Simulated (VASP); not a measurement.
Runs of VASP 6.6.1 on AlN. It takes space group Fm-3m (No. 225, cubic). Conventional cell: a = 3.938 Å, b = 3.938 Å, c = 3.938 Å, α = 90.00°, β = 90.00°, γ = 90.00°. Within 2.6 Å of Al (site symmetry m-3m) lie 6 N at 1.97 Å. N (site symmetry m-3m) has 6 Al at 1.97 Å within 2.6 Å. 

```tsv
k mesh	gap on the mesh (eV)	pressure (GPa)
12 × 12 × 12	5.16	30.0
6 × 6 × 6	5.15	30.0
10 × 10 × 10	5.16	30.0
3 × 3 × 3	(a)	31.6
```

Alike in all rows: task single point; level PBE; potentials or basis VASP PAW PBE potentials, release 64 (Al, N); no spin polarisation; cell as given; cutoff (eV) 600; smearing gaussian 0.01 eV.

Question: Fill in the values left out.

Answer: (a) 6.02.

Caveats: some runs use coarse meshes; the cell stands under pressure (at least some runs); an odd mesh through Γ misses points on the zone boundary, where band edges can lie (at least some runs).
